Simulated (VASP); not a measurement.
Wanted: the native input for a VASP 6.6.1 run.

- Task: single point
- Functional: r2SCAN
- Potentials or basis: VASP PAW PBE potentials, release 64 (Ga_d, N)
- Cutoff: 520 eV
- k mesh: 15 × 15 × 15
- Occupations: fermi-dirac, width 0.1 eV
- Spin: no spin polarisation
- Dipole correction: no
- Further INCAR settings: ALGO = Normal; EDIFF = 1e-07; NBANDS = 16

The system is GaN (rocksalt type).

```
Ga N
1.0
     0.00000    1.88990    1.88990
     1.88990    0.00000    1.88990
     1.88990    1.88990    0.00000
Ga N
1 1
Direct
  0.00000 0.00000 0.00000
  0.50000 0.50000 0.50000
```

These files were run (other wordings do the same):

POSCAR

```
GaN
1.0
    0.0000000000      1.8899000366      1.8899000366
    1.8899000366      0.0000000000      1.8899000366
    1.8899000366      1.8899000366      0.0000000000
Ga N
1 1
Direct
    0.0000000000      0.0000000000      0.0000000000
    0.5000000000      0.5000000000      0.5000000000
```

INCAR.step1

```
SYSTEM = GaN
PREC = Accurate ; ENCUT = 520
ISMEAR = -1 ; SIGMA = 0.1
LREAL = .False. ; LASPH = .True.
NELM = 100 ; NBANDS = 16
GGA = PE ; ALGO = Normal
EDIFF = 1E-4 ; LWAVE = .True.
LCHARG = .False.
```

INCAR.step2

```
SYSTEM = GaN
PREC = Accurate ; ENCUT = 520
EDIFF = 1E-7 ; ISMEAR = -1
SIGMA = 0.1 ; LREAL = .False.
LASPH = .True. ; NELM = 100
ALGO = Normal ; ISIF = 2
LWAVE = .False. ; LCHARG = .False.
METAGGA = R2SCAN ; LMIXTAU = .True.
NBANDS = 16 ; ISTART = 1
```

KPOINTS

```
regular mesh
0
Gamma
  15 15 15
  0 0 0
```

Potentials or basis: VASP PAW PBE potentials, release 64 (Ga_d, N).

Command:

```console
$ cat potpaw_PBE.64/Ga_d/POTCAR potpaw_PBE.64/N/POTCAR > POTCAR
$ cp INCAR.step1 INCAR
$ mpirun -np 1 vasp_std > vasp.out
$ cp INCAR.step2 INCAR
$ mpirun -np 1 vasp_std > vasp.out
```

It gave:

| Quantity | Value |
| --- | --- |
| Pressure | 169.7 GPa |
| Band gap on the k mesh | 3.75 eV (least direct gap 7.00 eV) |

Caveat: the cell stands under pressure; the PAW data sets were made with another functional, which shifts forces and pressure a little; an odd mesh through Γ misses points on the zone boundary, where band edges can lie.

Wall time 2.8 min on 1 thread of Intel Xeon 8259CL, on a shared host, peak memory 0.15 GiB.
